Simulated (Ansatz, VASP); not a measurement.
**Two plane-wave programs on MgZn2O3**

```
CELL_PARAMETERS angstrom
3.05260 0.00000 0.00000
-1.52630 2.64363 0.00000
0.00000 0.00000 7.45204
ATOMIC_POSITIONS crystal
Mg 0.00000 0.00000 0.00000
Zn 0.33333 0.66667 0.66842
Zn 0.66667 0.33333 0.33158
O 0.33333 0.66667 0.16070
O 0.66667 0.33333 0.83930
O 0.00000 0.00000 0.50000
```

Alike in both runs: task single point; functional PBEsol; k mesh 12 × 12 × 4; no spin polarisation; Hubbard terms Zn d U = 4.0 eV.

|  | VASP | Ansatz |
| --- | --- | --- |
| version | VASP 6.6.1 | Ansatz 0.2.0 |
| potentials or method | VASP PAW PBE potentials, release 64 (Mg, Zn, O) | plane waves, PAW |
| plane-wave cutoff (eV) | 520 | 420 |
| occupations | gaussian, width 0.01 eV | fixed |
| valence electrons in the cell | 44 | 52 |

|  | VASP | Ansatz | Ansatz less VASP |
| --- | --- | --- | --- |
| gap on the k mesh at the Fermi level (eV) | 1.99 | 1.88 | -0.110 |

VASP's potentials were made for PBE, not for PBEsol. The programs project onto different local orbitals, so the same U acts differently, and such runs can settle in different states. VASP's potentials hold 44 valence electrons a cell and Ansatz's 52, so a difference there can come from the potentials and not from the codes.
